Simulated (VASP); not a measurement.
Write the native input for VASP 6.6.1 that does the following.

```
Task                   : single point
Functional             : PBE
Potentials or basis    : VASP PAW PBE potentials, release 64 (Ti_sv, N, B)
Cutoff                 : 520 eV
k mesh                 : 4 × 4 × 4
Occupations            : fermi-dirac, width 0.3447 eV
Spin                   : no spin polarisation
Dipole correction      : no
Further INCAR settings : ALGO = Normal; EDIFF = 1e-06; NBANDS = 88
```

The structure of Ti5B7N12 lies in POSCAR:

```
Ti5B7N12
1.0
    6.0637790000     -0.1437410000      0.1403350000
   -0.1437410000      6.1871700000     -0.0470690000
    0.1403350000     -0.0470690000      6.1640550000
Ti N B
5 12 7
Direct
    0.0774398663      0.3646809756      0.2757586247
    0.5504945093      0.2902157082      0.7260476858
    0.5041526406      0.9467456558      0.4086050276
    0.2648101216      0.5818651058      0.7655561781
    0.5865221378      0.3869616158      0.2338999076
    0.9547940615      0.6175554548      0.5920237386
    0.7599366801      0.7909899886      0.1596885938
    0.2369451984      0.2549018001      0.9084651784
    0.6045821751      0.5861196978      0.7658213853
    0.3713934050      0.2166513320      0.4779425150
    0.9894097864      0.4950981150      0.9984155253
    0.3657121164      0.8245376450      0.9275836492
    0.6011962702      0.1571122036      0.9892647942
    0.7637871112      0.2552491447      0.3602075410
    0.3595337363      0.6013615265      0.3873016083
    0.7546123538      0.0318387100      0.6278487029
    0.0553527265      0.9107091056      0.3668637261
    0.8249749086      0.6248123601      0.8607491435
    0.1661270964      0.6851034773      0.4497571713
    0.9760663286      0.9698057922      0.1843465611
    0.9205188902      0.8642843731      0.5455775531
    0.0660240104      0.1222207529      0.9700876880
    0.9187629609      0.9626602093      0.8239927737
    0.5372455681      0.9377071102      0.9818783727
```

One way to write it, as run:

INCAR

```
  ALGO = Normal
  EDIFF = 1E-6
  ENCUT = 520
  GGA = PE
  GGA_COMPAT = False
  ISIF = 2
  ISMEAR = -1
  LASPH = True
  LCHARG = True
  LELF = True
  LREAL = False
  LVHAR = True
  LWAVE = False
  NBANDS = 88
  NELM = 120
  PREC = Accurate
  SIGMA = 0.3447
```

KPOINTS

```
k-points
0
Gamma
  4 4 4
```

Potentials or basis: VASP PAW PBE potentials, release 64 (Ti_sv, N, B).

Command:

```sh
$ cat potpaw_PBE.64/Ti_sv/POTCAR potpaw_PBE.64/N/POTCAR potpaw_PBE.64/B/POTCAR > POTCAR
$ mpirun -np 1 vasp_std > vasp.out
```

Results of the run:

```yaml
Pressure: 7.1 GPa
Largest_force: 7.001 eV/Å
Band_gap_on_the_k_mesh: zero (an odd number of electrons rules out a gap without spin polarisation)
```

Caveat: the atoms stand as in a frame of molecular dynamics; so wide a smearing shifts energies and pressures.

Wall time 16 min on 1 thread of Intel(R) Xeon(R) Platinum 8488C (Sapphire Rapids) (shared host), peak memory 0.65 GiB.
